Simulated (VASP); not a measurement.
# AlCuC4N4 (P-43m) in VASP: single point with PBE

Aim: the single point of AlCuC4N4 with PBE.

Program: VASP 6.6.1. These are calculated values, not measurements. Logs are shortened: lines on timing, memory, paths and dates and some standing lists are left out, and cuts for length are marked.

### Step 1. The cell of the first run

The structure is cubic, space group P-43m (No. 215). Conventional cell: a = 5.706 Å, b = 5.706 Å, c = 5.706 Å, α = 90.00°, β = 90.00°, γ = 90.00°. Within 2.4 Å of Al (site symmetry -43m) lie 4 N at 1.84 Å. Cu (site symmetry -43m) has 4 C at 1.92 Å within 2.5 Å. Within 1.6 Å of C (site symmetry 3m) lie 1 N at 1.17 Å. N (site symmetry 3m) has 1 C at 1.17 Å within 1.6 Å.

### Step 2. Single point, PBE, collinear spin

INCAR

```
  ALGO = Normal
  EDIFF = 1E-6
  ENCUT = 820
  GGA = PE
  GGA_COMPAT = F
  ISIF = 2
  ISMEAR = 0
  ISPIN = 2
  LASPH = T
  LCHARG = F
  LMAXMIX = 4
  LORBIT = 11
  LREAL = F
  LWAVE = F
  MAGMOM = 0 1 0 0 0 0 0 0 0 0
  NBANDS = 44
  NELM = 200
  PREC = Accurate
  SIGMA = 0.1
```

KPOINTS

```
k-points
0
Gamma
  4 4 4
```

POSCAR

```
AlCuC4N4
1.0
    5.7055422207      0.0000000000      0.0000000000
    0.0000000000      5.7055422207      0.0000000000
    0.0000000000      0.0000000000      5.7055422207
Al Cu C N
1 1 4 4
Direct
    0.5000000000      0.5000000000      0.5000000000
    0.0000000000      0.0000000000      0.0000000000
    0.1944868891      0.1944868891      0.1944868891
    0.1944868891      0.8055131109      0.8055131109
    0.8055131109      0.1944868891      0.8055131109
    0.8055131109      0.8055131109      0.1944868891
    0.3133541504      0.3133541504      0.3133541504
    0.3133541504      0.6866458496      0.6866458496
    0.6866458496      0.3133541504      0.6866458496
    0.6866458496      0.6866458496      0.3133541504
```

Potentials or basis: VASP PAW PBE potentials, release 64 (Al, Cu_sv_GW, C, N).

On the command line:

```bash
> cat potpaw_PBE.64/Al/POTCAR potpaw_PBE.64/Cu_sv_GW/POTCAR potpaw_PBE.64/C/POTCAR potpaw_PBE.64/N/POTCAR > POTCAR
> mpirun -np 1 vasp_std > vasp.out
```

OUTCAR:

```text
EDIFF = 1E-6
   ENCUT = 820
   GGA = PE
   ISIF = 2
   ISMEAR = 0
   ISPIN = 2
   LASPH = T
   LORBIT = 11
   LREAL = F
   NELM = 200
   PREC = Accurate

 ion  position               nearest neighbor table
   1  0.500  0.500  0.500-   7 1.84   8 1.84   9 1.84  10 1.84
   2  0.000  0.000  0.000-   3 1.92   4 1.92   5 1.92   6 1.92
   3  0.194  0.194  0.194-   7 1.17   2 1.92
   4  0.194  0.806  0.806-   8 1.17   2 1.92
   5  0.806  0.194  0.806-   9 1.17   2 1.92
   6  0.806  0.806  0.194-  10 1.17   2 1.92
   7  0.313  0.313  0.313-   3 1.17   1 1.84
   8  0.313  0.687  0.687-   4 1.17   1 1.84
   9  0.687  0.313  0.687-   5 1.17   1 1.84
  10  0.687  0.687  0.313-   6 1.17   1 1.84

  LATTYP: Found a simple cubic cell.
 ALAT       =     5.7055422207

  Lattice vectors:

 A1 = (   5.7055422207,   0.0000000000,   0.0000000000)
 A2 = (   0.0000000000,   5.7055422207,   0.0000000000)
 A3 = (   0.0000000000,   0.0000000000,   5.7055422207)

Analysis of symmetry for initial positions (statically):
=====================================================================
 Subroutine PRICEL returns:
 Original cell was already a primitive cell.

 Routine SETGRP: Setting up the symmetry group for a
 simple cubic supercell.

 Subroutine GETGRP returns: Found 24 space group operations
 (whereof 24 operations were pure point group operations)
 out of a pool of 48 trial point group operations.

The static configuration has the point symmetry T_d .

Analysis of symmetry for dynamics (positions and initial velocities):
=====================================================================
 Subroutine PRICEL returns:
 Original cell was already a primitive cell.

 Routine SETGRP: Setting up the symmetry group for a
 simple cubic supercell.

 Subroutine GETGRP returns: Found 24 space group operations
 (whereof 24 operations were pure point group operations)
 out of a pool of 48 trial point group operations.

The dynamic configuration has the point symmetry T_d .

Analysis of structural, dynamic, and magnetic symmetry:
=====================================================================
 Subroutine PRICEL returns:
 Original cell was already a primitive cell.

 Routine SETGRP: Setting up the symmetry group for a
 simple cubic supercell.

 Subroutine GETGRP returns: Found 24 space group operations
 (whereof 24 operations were pure point group operations)
 out of a pool of 48 trial point group operations.

The overall configuration has the point symmetry T_d .

 Subroutine INISYM returns: Found 24 space group operations
 (whereof 24 operations are pure point group operations),
 and found     1 'primitive' translations

----------------------------------------------------------------------------------------

                                     Primitive cell

  volume of cell :     185.7337

  direct lattice vectors                    reciprocal lattice vectors
     5.705542221  0.000000000  0.000000000     0.175268180  0.000000000  0.000000000
     0.000000000  5.705542221  0.000000000     0.000000000  0.175268180  0.000000000
     0.000000000  0.000000000  5.705542221     0.000000000  0.000000000  0.175268180

  length of vectors
     5.705542221  5.705542221  5.705542221     0.175268180  0.175268180  0.175268180

  position of ions in fractional coordinates (direct lattice)
     0.500000000  0.500000000  0.500000000
     0.000000000  0.000000000  0.000000000
     0.194486889  0.194486889  0.194486889
     0.194486889  0.805513111  0.805513111
     0.805513111  0.194486889  0.805513111
     0.805513111  0.805513111  0.194486889
     0.313354150  0.313354150  0.313354150
     0.313354150  0.686645850  0.686645850
     0.686645850  0.313354150  0.686645850
     0.686645850  0.686645850  0.313354150

  ion indices of the primitive-cell ions
   primitive index   ion index
                 1           1
                 2           2
                 3           3
                 4           4
                 5           5
                 6           6
                 7           7
                 8           8
                 9           9
                10          10

----------------------------------------------------------------------------------------

 KPOINTS: k-points

Automatic generation of k-mesh.
 Grid dimensions read from file:
 generate k-points for:    4    4    4

 Generating k-lattice:

  Cartesian coordinates                     Fractional coordinates (reciprocal lattice)
     0.043817045  0.000000000  0.000000000     0.250000000  0.000000000  0.000000000
     0.000000000  0.043817045  0.000000000     0.000000000  0.250000000  0.000000000
     0.000000000  0.000000000  0.043817045     0.000000000  0.000000000  0.250000000

  Length of vectors
     0.043817045  0.043817045  0.043817045

  Shift w.r.t. Gamma in fractional coordinates (k-lattice)
     0.000000000  0.000000000  0.000000000

 Subroutine IBZKPT returns following result:
 ===========================================

 Found     10 irreducible k-points:

 Following reciprocal coordinates:
            Coordinates               Weight
  0.000000  0.000000  0.000000      1.000000
  0.250000  0.000000  0.000000      6.000000
  0.500000  0.000000  0.000000      3.000000
  0.250000  0.250000  0.000000     12.000000
  0.500000  0.250000  0.000000     12.000000
  0.500000  0.500000  0.000000      3.000000
  0.250000  0.250000  0.250000      8.000000
  0.500000  0.250000  0.250000     12.000000
  0.500000  0.500000  0.250000      6.000000
  0.500000  0.500000  0.500000      1.000000
   k-points           NKPTS =     10   k-points in BZ     NKDIM =     10   number of bands    NBANDS=     44
   number of dos      NEDOS =    301   number of ions     NIONS =     10
   total plane-waves  NPLWV = 157464
   dimension x,y,z NGX =    54 NGY =   54 NGZ =   54
   dimension x,y,z NGXF=   108 NGYF=  108 NGZF=  108
   ions per type =               1   1   4   4
   NGX,Y,Z   is equivalent  to a cutoff of  15.73, 15.73, 15.73 a.u.
   NGXF,Y,Z  is equivalent  to a cutoff of  31.47, 31.47, 31.47 a.u.
 SYSTEM =  unknown system
   PREC   = accura    normal or accurate (medium, high low for compatibility)
   ISTART =      0    job   : 0-new  1-cont  2-samecut
   ICHARG =      2    charge: 1-file 2-atom 10-const
   ISPIN  =      2    spin polarized calculation?
   LNONCOLLINEAR =      F non collinear calculations
   LSORBIT =      F    spin-orbit coupling
   LASPH  =      T    aspherical Exc in radial PAW
   ENCUT  =  820.0 eV  60.27 Ry    7.76 a.u.  13.32 13.32 13.32*2*pi/ulx,y,z
   NELM   =    200;   NELMIN=  2; NELMDL= -5     # of ELM steps
   EDIFF  = 0.1E-05   stopping-criterion for ELM
   LREAL  =      F    real-space projection
   EDIFFG = 0.1E-04   stopping-criterion for IOM
   NSW    =      0    number of steps for IOM
   IBRION =     -1    ionic relax: 0-MD 1-quasi-New 2-CG
   NFREE  =      0    steps in history (QN), initial steepest desc. (CG)
   ISIF   =      2    stress and relaxation
   ISYM   =      2    0-nonsym 1-usesym 2-fastsym
   POTIM  = 0.5000    time-step for ionic-motion
   TEBEG  =    0.0;   TEEND  =   0.0 temperature during run
   PSTRESS=    0.0 pullay stress
   NELECT =      58.0000    total number of electrons
   NUPDOWN=      -1.0000    fix difference up-down
   EMIN   =  10.00;   EMAX   =-10.00  energy-range for DOS
   EFERMI =   0.00;   METHOD = LEGACY
   ISMEAR =     0;   SIGMA  =   0.10  broadening in eV -4-tet -1-fermi 0-gaus
   EFERMI_NEDOS =   21; number of points for ismear=-14 and -15
   IALGO  =     38    algorithm
   IMIX   =      4    mixing-type and parameters
     AMIX     =   0.40;   BMIX     =  1.00
     AMIX_MAG =   1.60;   BMIX_MAG =  1.00
  volume/ion in A,a.u.               =      18.57       125.34
  Fermi-wavevector in a.u.,A,eV,Ry     =   1.110676  2.098873 16.784151  1.233600
  Thomas-Fermi vector in A             =   2.247230
   LORBIT       =     11    0 simple, 1 ext, 2 COOP (PROOUT), +10 PAW based schemes
   GGA     = PE    functional components
   LHFCALC =     F    Hartree Fock is set to
   AEXX    =    0.0000 exact exchange contribution
   IVDW    =     0    specifies the selected vdW correction
   LEPSILON=     F    determine dielectric tensor
   LRPA    =     F    only Hartree local field effects (RPA)
 spin polarized calculation
 Gauss-broadening in eV      SIGMA  =   0.10
  energy-cutoff  :      820.00
  volume of cell :      185.73
 maximum number of plane-waves:      9952
 NGX is ok and might be reduce to    54
   NGX = 27   NGY = 27   NGZ = 27

 number of electron      57.9999982 magnetization       0.0000486

 number of electron      57.9999982 magnetization      -0.0000012

 Free energy of the ion-electron system (eV)
  ---------------------------------------------------
  ext. energy  EPLUGINS =         0.00000000
  ---------------------------------------------------
  free energy    TOTEN  =       -77.44562736 eV

  energy without entropy =      -77.44562736  energy(sigma->0) =      -77.44562736

 E-fermi :  -0.6026     XC(G=0):  -7.4435

 val. band max:       -1.0821264339   @ k =   0.5000   0.5000   0.0000
 cond. band min:       2.8820435616   @ k =   0.0000   0.0000   0.0000
 fundamental gap:      3.9641699955
 Fermi energy:        -0.6025908013

 spin component 1

 k-point     1 :       0.0000    0.0000    0.0000
  band No.  band energies     occupation
      1    -112.4395      1.00000
      2     -69.7889      1.00000
      3     -69.7889      1.00000
      4     -69.7889      1.00000
      5     -18.4138      1.00000
      6     -18.1653      1.00000
[... 429 lines left out ...]
     40       6.9488      0.00000
     41       7.0265      0.00000
 Fermi energy:        -0.6025908013

 spin component 2

 k-point     1 :       0.0000    0.0000    0.0000
  band No.  band energies     occupation
      1    -112.4396      1.00000
      2     -69.7890      1.00000
      3     -69.7890      1.00000
      4     -69.7890      1.00000
      5     -18.4138      1.00000
      6     -18.1653      1.00000
[... 429 lines left out ...]
     40       6.9487      0.00000
     41       7.0265      0.00000
 [bands above 41 left out]

------------------------ aborting loop because EDIFF is reached ----------------------------------------

  FORCE on cell =-STRESS in cart. coord.  units (eV):
  Direction    XX          YY          ZZ          XY          YZ          ZX
  --------------------------------------------------------------------------------------
  -------------------------------------------------------------------------------------
  Total        0.1541214      0.1541214      0.1541214     -0.0000000     -0.0000000     -0.0000000
  in kB        1.3294825      1.3294825      1.3294825     -0.0000000     -0.0000000     -0.0000000
  external PRESSURE =       1.3294825 kB  Pullay stress =       0.0000000 kB

 VOLUME and BASIS-vectors are now :
 -----------------------------------------------------------------------------
  energy-cutoff  :      820.00
  volume of cell :      185.73
      direct lattice vectors                 reciprocal lattice vectors
     5.705542221  0.000000000  0.000000000     0.175268180  0.000000000  0.000000000
     0.000000000  5.705542221  0.000000000     0.000000000  0.175268180  0.000000000
     0.000000000  0.000000000  5.705542221     0.000000000  0.000000000  0.175268180

 POSITION                                       TOTAL-FORCE (eV/Angst)
 -----------------------------------------------------------------------------------
      2.85277      2.85277      2.85277        -0.000000      0.000000      0.000000
      0.00000      0.00000      0.00000        -0.000000      0.000000      0.000000
      1.10965      1.10965      1.10965        -0.188699     -0.188699     -0.188699
      1.10965      4.59589      4.59589        -0.188699      0.188699      0.188699
      4.59589      1.10965      4.59589         0.188699     -0.188699      0.188699
      4.59589      4.59589      1.10965         0.188699      0.188699     -0.188699
      1.78786      1.78786      1.78786         0.201948      0.201948      0.201948
      1.78786      3.91769      3.91769         0.201948     -0.201948     -0.201948
      3.91769      1.78786      3.91769        -0.201948      0.201948     -0.201948
      3.91769      3.91769      1.78786        -0.201948     -0.201948      0.201948
 -----------------------------------------------------------------------------------
    total drift:                                0.000000      0.000000     -0.000000

  FREE ENERGIE OF THE ION-ELECTRON SYSTEM (eV)
  ---------------------------------------------------
  free  energy   TOTEN  =       -77.4456273581 eV

  energy  without entropy=      -77.4456273581  energy(sigma->0) =      -77.44562736

 total charge

# of ion       s       p       d       f       tot
--------------------------------------------------
    1        0.335   0.422   0.000   0.000   0.757
    2        2.284   6.670   8.781   0.008  17.742
    3        0.968   1.563   0.000   0.000   2.531
    4        0.968   1.563   0.000   0.000   2.531
    5        0.968   1.563   0.000   0.000   2.531
    6        0.968   1.563   0.000   0.000   2.531
    7        1.285   2.664   0.000   0.000   3.949
    8        1.285   2.664   0.000   0.000   3.949
    9        1.285   2.664   0.000   0.000   3.949
   10        1.285   2.664   0.000   0.000   3.949
--------------------------------------------------
tot         11.631  23.999   8.781   0.008  44.419

 magnetization (x)

# of ion       s       p       d       f       tot
--------------------------------------------------
    1        0.000   0.000   0.000   0.000   0.000
    2        0.000  -0.000   0.000   0.000   0.000
    3       -0.000   0.000   0.000   0.000  -0.000
    4       -0.000   0.000   0.000   0.000  -0.000
    5       -0.000   0.000   0.000   0.000  -0.000
    6       -0.000   0.000   0.000   0.000  -0.000
    7       -0.000  -0.000   0.000   0.000  -0.000
    8       -0.000  -0.000   0.000   0.000  -0.000
    9       -0.000  -0.000   0.000   0.000  -0.000
   10       -0.000  -0.000   0.000   0.000  -0.000
--------------------------------------------------
tot         -0.000  -0.000   0.000   0.000  -0.000
```

Run time: 4.7 min. Hardware: 1 thread of AMD EPYC 9R45 (Zen 5), shared host; peak memory 0.66 GiB.

What came out:

```yaml
Free_energy: -77.4456 eV
Pressure: 0.1 GPa
Largest_force: 0.350 eV/Å
Band_gap_on_the_k_mesh: 3.96 eV (least direct gap 4.07 eV)
Net_moment: 0.00 μB per cell
Valence_electrons_inside_the_program's_atomic_spheres: Al 0.76; Cu 17.74; C 2.53; N 3.95
```

Forces on the atoms (eV/Å):
```
Al   0.000  0.000  0.000
Cu   0.000  0.000  0.000
C   -0.189 -0.189 -0.189
C   -0.189  0.189  0.189
C    0.189 -0.189  0.189
C    0.189  0.189 -0.189
N    0.202  0.202  0.202
N    0.202 -0.202 -0.202
N   -0.202  0.202 -0.202
N   -0.202 -0.202  0.202
```

A k mesh can miss the band edges.
